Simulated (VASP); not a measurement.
# H10CO6 in VASP: notebook

The runs below take H10CO6 through single point, with PBE+D3(BJ).

Everything below comes from runs of VASP 6.6.1. Logs are shortened: lines on timing, memory, paths and dates and some standing lists are left out, and cuts for length are marked.

## 1. The cell of the first run

The cell holds a disordered packing, 17 atoms: a = 6.196 Å, b = 6.196 Å, c = 6.196 Å, α = 90.00°, β = 90.00°, γ = 90.00°.

## 2. Single point, PBE+D3(BJ)

The input, INCAR:

```
SYSTEM = H10CO6
ALGO = Normal
EDIFF = 1E-6
ENCUT = 1000
GGA = PE
GGA_COMPAT = .FALSE.
ISIF = 2
ISMEAR = -1
IVDW = 12
LASPH = .TRUE.
LCHARG = .TRUE.
LELF = .TRUE.
LREAL = Auto
LVHAR = .TRUE.
LWAVE = .FALSE.
NBANDS = 39
NELM = 120
PREC = Accurate
SIGMA = 0.02
```

The input, KPOINTS:

```
k-points
0
G
  1 1 1
  0 0 0
```

The input, POSCAR:

```
H10CO6
1.0
    6.1962860000      0.0000000000      0.0000000000
    0.0000000000      6.1962860000      0.0000000000
    0.0000000000      0.0000000000      6.1962860000
O H C
6 10 1
Direct
    0.3646980009      0.2621519614      0.1882556499
    0.3722718526      1.0057712092      0.5496176575
    1.1040162666      0.2250194850      0.8422018678
    0.7492062686      0.9372554993      0.8279166716
    0.7986012556      0.4904309934      0.3259399257
    1.0079065887      0.7331763122      0.4985884058
    0.2641970496      0.2371167169      0.0632507521
    0.5056784987      0.2823577626      0.1219875014
    0.3763752683      1.0882877817      0.4116524456
    0.2617804880      0.8947846996      0.5229766514
    1.1968545846      0.1533244839      0.7336452534
    0.9723943265      0.1336665459      0.8478539181
    0.8302838673      0.8452966178      0.7274697523
    0.6183400651      0.9727154455      0.7445585653
    0.6818933858      0.5725836902      0.3962198727
    1.1246878513      0.4944907741      0.2993716703
    0.9884111816      0.5779346211      0.3796080389
```

Potentials or basis: VASP PAW PBE potentials, release 64 (O_h, H_h, C_h).

The run is started by

```bash
$ cat potpaw_PBE.64/O_h/POTCAR potpaw_PBE.64/H_h/POTCAR potpaw_PBE.64/C_h/POTCAR > POTCAR
$ mpirun -np 1 vasp_gam > vasp.out
```

OUTCAR:

```text
SYSTEM = H10CO6
   EDIFF = 1E-6
   ENCUT = 1000
   GGA = PE
   ISIF = 2
   ISMEAR = -1
   IVDW = 12
   LASPH = .TRUE.
   LREAL = Auto
   NELM = 120
   PREC = Accurate
 IVDW          = 12

 ion  position               nearest neighbor table
   1  0.365  0.262  0.188-   8 0.97   7 1.01
   2  0.372  0.006  0.550-  10 0.98   9 1.00
   3  0.104  0.225  0.842-  11 0.99  12 0.99
   4  0.749  0.937  0.828-  13 0.98  14 0.99
   5  0.799  0.490  0.326-  15 0.99  17 1.34
   6  0.008  0.733  0.499-  17 1.22
   7  0.264  0.237  0.063-   1 1.01
   8  0.506  0.282  0.122-   1 0.97
   9  0.376  0.088  0.412-   2 1.00
  10  0.262  0.895  0.523-   2 0.98
  11  0.197  0.153  0.734-   3 0.99
  12  0.972  0.134  0.848-   3 0.99
  13  0.830  0.845  0.727-   4 0.98
  14  0.618  0.973  0.745-   4 0.99
  15  0.682  0.573  0.396-   5 0.99
  16  0.125  0.494  0.299-  17 1.11
  17  0.988  0.578  0.380-  16 1.11   6 1.22   5 1.34

  LATTYP: Found a simple cubic cell.
 ALAT       =     6.1962860000

  Lattice vectors:

 A1 = (   6.1962860000,   0.0000000000,   0.0000000000)
 A2 = (   0.0000000000,   6.1962860000,   0.0000000000)
 A3 = (   0.0000000000,   0.0000000000,   6.1962860000)

Analysis of symmetry for initial positions (statically):
=====================================================================
 Subroutine PRICEL returns:
 Original cell was already a primitive cell.

 Routine SETGRP: Setting up the symmetry group for a
 simple cubic supercell.

 Subroutine GETGRP returns: Found  1 space group operations
 (whereof  1 operations were pure point group operations)
 out of a pool of 48 trial point group operations.

The static configuration has the point symmetry C_1 .

Analysis of symmetry for dynamics (positions and initial velocities):
=====================================================================
 Subroutine PRICEL returns:
 Original cell was already a primitive cell.

 Routine SETGRP: Setting up the symmetry group for a
 simple cubic supercell.

 Subroutine GETGRP returns: Found  1 space group operations
 (whereof  1 operations were pure point group operations)
 out of a pool of 48 trial point group operations.

The dynamic configuration has the point symmetry C_1 .

 Subroutine INISYM returns: Found  1 space group operations
 (whereof  1 operations are pure point group operations),
 and found     1 'primitive' translations

----------------------------------------------------------------------------------------

                                     Primitive cell

  volume of cell :     237.9000

  direct lattice vectors                    reciprocal lattice vectors
     6.196286000  0.000000000  0.000000000     0.161386999  0.000000000  0.000000000
     0.000000000  6.196286000  0.000000000     0.000000000  0.161386999  0.000000000
     0.000000000  0.000000000  6.196286000     0.000000000  0.000000000  0.161386999

  length of vectors
     6.196286000  6.196286000  6.196286000     0.161386999  0.161386999  0.161386999

  position of ions in fractional coordinates (direct lattice)
     0.364698001  0.262151961  0.188255650
     0.372271853  0.005771209  0.549617658
     0.104016267  0.225019485  0.842201868
     0.749206269  0.937255499  0.827916672
     0.798601256  0.490430993  0.325939926
     0.007906589  0.733176312  0.498588406
[... 9 lines left out ...]
     0.124687851  0.494490774  0.299371670
     0.988411182  0.577934621  0.379608039

  ion indices of the primitive-cell ions
   primitive index   ion index
                 1           1
                 2           2
                 3           3
                 4           4
                 5           5
                 6           6
[... 9 lines left out ...]
                16          16
                17          17

----------------------------------------------------------------------------------------

 KPOINTS: k-points

Automatic generation of k-mesh.
 Grid dimensions read from file:
 generate k-points for:    1    1    1

 Generating k-lattice:

  Cartesian coordinates                     Fractional coordinates (reciprocal lattice)
     0.161386999  0.000000000  0.000000000     1.000000000  0.000000000  0.000000000
     0.000000000  0.161386999  0.000000000     0.000000000  1.000000000  0.000000000
     0.000000000  0.000000000  0.161386999     0.000000000  0.000000000  1.000000000

  Length of vectors
     0.161386999  0.161386999  0.161386999

  Shift w.r.t. Gamma in fractional coordinates (k-lattice)
     0.000000000  0.000000000  0.000000000

 Subroutine IBZKPT returns following result:
 ===========================================

 Found      1 irreducible k-points:

 Following reciprocal coordinates:
            Coordinates               Weight
  0.000000  0.000000  0.000000      1.000000
   k-points           NKPTS =      1   k-points in BZ     NKDIM =      1   number of bands    NBANDS=     39
   number of dos      NEDOS =    301   number of ions     NIONS =     17
   total plane-waves  NPLWV = 262144
   dimension x,y,z NGX =    64 NGY =   64 NGZ =   64
   dimension x,y,z NGXF=   128 NGYF=  128 NGZF=  128
   ions per type =               6  10   1
   NGX,Y,Z   is equivalent  to a cutoff of  17.17, 17.17, 17.17 a.u.
   NGXF,Y,Z  is equivalent  to a cutoff of  34.34, 34.34, 34.34 a.u.
 SYSTEM =  H10CO6
   PREC   = accura    normal or accurate (medium, high low for compatibility)
   ISTART =      0    job   : 0-new  1-cont  2-samecut
   ICHARG =      2    charge: 1-file 2-atom 10-const
   ISPIN  =      1    spin polarized calculation?
   LNONCOLLINEAR =      F non collinear calculations
   LSORBIT =      F    spin-orbit coupling
   LASPH  =      T    aspherical Exc in radial PAW
   ENCUT  = 1000.0 eV  73.50 Ry    8.57 a.u.  15.98 15.98 15.98*2*pi/ulx,y,z
   NELM   =    120;   NELMIN=  2; NELMDL= -5     # of ELM steps
   EDIFF  = 0.1E-05   stopping-criterion for ELM
   LREAL  =      T    real-space projection
   EDIFFG = 0.1E-04   stopping-criterion for IOM
   NSW    =      0    number of steps for IOM
   IBRION =     -1    ionic relax: 0-MD 1-quasi-New 2-CG
   NFREE  =      0    steps in history (QN), initial steepest desc. (CG)
   ISIF   =      2    stress and relaxation
   ISYM   =      2    0-nonsym 1-usesym 2-fastsym
   POTIM  = 0.5000    time-step for ionic-motion
   TEBEG  =    0.0;   TEEND  =   0.0 temperature during run
   PSTRESS=    0.0 pullay stress
   NELECT =      50.0000    total number of electrons
   NUPDOWN=      -1.0000    fix difference up-down
   EMIN   =  10.00;   EMAX   =-10.00  energy-range for DOS
   EFERMI =   0.00;   METHOD = LEGACY
   ISMEAR =    -1;   SIGMA  =   0.02  broadening in eV -4-tet -1-fermi 0-gaus
   EFERMI_NEDOS =   21; number of points for ismear=-14 and -15
   IALGO  =     38    algorithm
   IMIX   =      4    mixing-type and parameters
     AMIX     =   0.40;   BMIX     =  1.00
     AMIX_MAG =   1.60;   BMIX_MAG =  1.00
  volume/ion in A,a.u.               =      13.99        94.44
  Fermi-wavevector in a.u.,A,eV,Ry     =   0.973345  1.839355 12.890161  0.947400
  Thomas-Fermi vector in A             =   2.103717
   LORBIT       =      0    0 simple, 1 ext, 2 COOP (PROOUT), +10 PAW based schemes
   GGA     = PE    functional components
   LHFCALC =     F    Hartree Fock is set to
   AEXX    =    0.0000 exact exchange contribution
   IVDW    =    12    specifies the selected vdW correction
   LEPSILON=     F    determine dielectric tensor
   LRPA    =     F    only Hartree local field effects (RPA)
 non-spin polarized calculation
  energy-cutoff  :     1000.00
  volume of cell :      237.90
 maximum number of plane-waves:      8536
 NGX is ok and might be reduce to    64
   NGX = 31   NGY = 31   NGZ = 31

 number of electron      50.0000000 magnetization

 Free energy of the ion-electron system (eV)
  ---------------------------------------------------
  ext. energy  EPLUGINS =         0.00000000
  ---------------------------------------------------
  free energy    TOTEN  =       -89.25289346 eV

  energy without entropy =      -89.25289346  energy(sigma->0) =      -89.25289346

 E-fermi :  -3.5295     XC(G=0):  -5.8423

 val. band max:       -4.0675115773   @ k =   0.0000   0.0000   0.0000
 cond. band min:       0.8018972079   @ k =   0.0000   0.0000   0.0000
 fundamental gap:      4.8694087852
 Fermi energy:        -3.5295218372

 k-point     1 :       0.0000    0.0000    0.0000
  band No.  band energies     occupation
      1     -25.7433      2.00000
      2     -23.5287      2.00000
      3     -22.5278      2.00000
      4     -22.1063      2.00000
      5     -21.9618      2.00000
      6     -21.6062      2.00000
[... 29 lines left out ...]
     36       7.1650      0.00000
     37       7.2425      0.00000
 [bands above 37 left out]

------------------------ aborting loop because EDIFF is reached ----------------------------------------

 Edisp (eV)   -0.47089

 E8    (eV) :    -0.0994

  FORCE on cell =-STRESS in cart. coord.  units (eV):
  Direction    XX          YY          ZZ          XY          YZ          ZX
  --------------------------------------------------------------------------------------
  -------------------------------------------------------------------------------------
  Total      -1.86464    -0.06305    -0.91017     0.11692     0.40697    -0.35208
  in kB     -12.55772    -0.42463    -6.12971     0.78741     2.74080    -2.37112
  external pressure =       -6.37 kB  Pullay stress =        0.00 kB

 VOLUME and BASIS-vectors are now :
 -----------------------------------------------------------------------------
  energy-cutoff  :     1000.00
  volume of cell :      237.90
      direct lattice vectors                 reciprocal lattice vectors
     6.196286000  0.000000000  0.000000000     0.161386999  0.000000000  0.000000000
     0.000000000  6.196286000  0.000000000     0.000000000  0.161386999  0.000000000
     0.000000000  0.000000000  6.196286000     0.000000000  0.000000000  0.161386999

 POSITION                                       TOTAL-FORCE (eV/Angst)
 -----------------------------------------------------------------------------------
      2.25977      1.62437      1.16649         0.138454      0.018002     -0.047857
      2.30670      0.03576      3.40559        -0.113927     -0.092524     -0.160329
      0.64451      1.39429      5.21852        -0.072780     -0.138586      0.036611
      4.64230      5.80750      5.13001        -0.061502     -0.005255     -0.176737
      4.94836      3.03885      2.01962        -0.041736     -0.035930      0.014191
      0.04899      4.54297      3.08940         0.139284      0.137202      0.198551
[... 9 lines left out ...]
      0.77260      3.06401      1.85499        -0.055443     -0.052700      0.062124
      6.12448      3.58105      2.35216        -0.178469     -0.047431     -0.213170
 -----------------------------------------------------------------------------------
    total drift:                               -0.002885      0.001707      0.000009

  FREE ENERGIE OF THE ION-ELECTRON SYSTEM (eV)
  ---------------------------------------------------
  free  energy   TOTEN  =       -89.7237802032 eV

  energy  without entropy=      -89.7237802032  energy(sigma->0) =      -89.72378020
```

It took 92 s on 1 thread of AMD EPYC 7R43 (Zen 3), shared host; peak memory 0.48 GiB.

What came out:

```yaml
Free_energy: -89.7238 eV
Pressure: -0.6 GPa
Largest_force: 0.282 eV/Å
Dispersion_energy_per_atom: -0.028 eV
```

Forces on the atoms (eV/Å):
```
O    0.138  0.018 -0.048
O   -0.114 -0.093 -0.160
O   -0.073 -0.139  0.037
O   -0.062 -0.005 -0.177
O   -0.042 -0.036  0.014
O    0.139  0.137  0.199
H   -0.077 -0.025 -0.072
H   -0.040 -0.044  0.092
H    0.053  0.087  0.043
H    0.061 -0.008  0.122
H   -0.003  0.061  0.022
H    0.075  0.123  0.013
H   -0.085  0.103  0.079
H    0.110 -0.043  0.036
H    0.151 -0.036 -0.049
H   -0.055 -0.053  0.062
C   -0.178 -0.047 -0.213
```

Caveat: the k points lie up to 1.01 Å⁻¹ apart, too coarse for converged energies, forces and pressures.

## 3. Single point, PBE+D3(BJ)

The input, INCAR:

```
SYSTEM = H10CO6
PREC     = Accurate       ! precision mode
ENCUT    = 1000           ! plane-wave cutoff, eV
EDIFF    = 1E-6           ! SCF threshold, eV
ISMEAR   = -1             ! smearing method
SIGMA    = 0.02           ! smearing width, eV
LREAL    = Auto         
LASPH    = .TRUE.         ! aspherical terms in the spheres
NELM     = 120            ! most SCF steps
ALGO     = Normal         ! electronic algorithm
ISIF     = 2              ! what is computed and relaxed
LWAVE    = .FALSE.        ! write WAVECAR
LCHARG   = .FALSE.        ! write CHGCAR
GGA      = PE             ! functional
IVDW     = 12             ! dispersion correction
NBANDS   = 39             ! bands
GGA_COMPAT= .FALSE.
```

The input, KPOINTS:

```
regular mesh
0
G
  1 1 1
  0 0 0
```

The input, POSCAR:

```
H10CO6
1.0
    6.1962860000      0.0000000000      0.0000000000
    0.0000000000      6.1962860000      0.0000000000
    0.0000000000      0.0000000000      6.1962860000
O H C
6 10 1
Direct
    0.3749504138      0.2265227912      0.1750887548
    0.3786784535      1.0571655343      0.5625789384
    1.0572300891      0.2534744200      0.8678263076
    0.7160095580      0.9787637304      0.8067090512
    0.8355489078      0.4539170723      0.3518882117
    0.9820237478      0.7309217167      0.5148406642
    0.2483584521      0.2354959084      0.0751256478
    0.4927952002      0.1774772824      0.0926845533
    0.3898141564      1.1310162249      0.4216558112
    0.2793124785      0.9373841040      0.5254437900
    1.1524484183      0.1773804502      0.7736247165
    0.9374970749      0.1524461589      0.8683588847
    0.8058537001      0.8579817007      0.7652971474
    0.6120924696      1.0197721667      0.6807303601
    0.7173329314      0.5463272677      0.3020519066
    1.1181052650      0.4308548702      0.4940217414
    0.9910291423      0.5435675500      0.4620509770
```

Potentials or basis: VASP PAW PBE potentials, release 64 (O_h, H_h, C_h).

The run is started by

```bash
$ cat potpaw_PBE.64/O_h/POTCAR potpaw_PBE.64/H_h/POTCAR potpaw_PBE.64/C_h/POTCAR > POTCAR
$ mpirun -np 1 vasp_gam > vasp.out
```

Run time: 28 s. Hardware: 1 thread of Intel Xeon 6975P-C (Granite Rapids), shared host; peak memory 0.52 GiB.

Results (log left out):

| Item | Value |
| --- | --- |
| Free energy | -89.2329 eV |
| Pressure | 1.3 GPa |
| Largest force | 2.502 eV/Å |
| Dispersion energy per atom | -0.028 eV |

Forces in eV/Å, atoms in the order of the input:
```
O   -1.175  0.836  0.763
O   -0.750 -0.650 -0.010
O    0.291  0.734  0.759
O   -0.796  0.839 -0.312
O   -0.844 -2.053 -1.155
O    0.922  1.295  0.730
H    0.065 -0.017  0.075
H    1.243 -0.623 -1.024
H   -0.068  0.275 -0.473
H    0.394  0.272  0.424
H    1.131 -0.295 -0.990
H   -1.246 -0.343  0.117
H   -0.146 -0.104 -0.517
H    0.909 -0.901  1.270
H    0.309  0.390  0.405
H    0.826 -0.621  0.261
C   -1.063  0.966 -0.322
```

Stress tensor (GPa, compression positive):
```
 0.53  0.24 -1.13
 0.24  2.34  1.07
-1.13  1.07  0.99
```

Levels at points of the mesh, in eV from the Fermi level:
```csv
k point,band 21,band 22,band 23,band 24,band 25,band 26,band 27,band 28,band 29,band 30
"(0.00, 0.00, 0.00)",-1.32,-1.15,-0.95,-0.83,-0.50,4.49,4.69,7.12,7.71,7.98
```

Caveat: the k points lie up to 1.01 Å⁻¹ apart, too coarse for converged energies, forces and pressures; the atoms stand as in a frame of molecular dynamics.
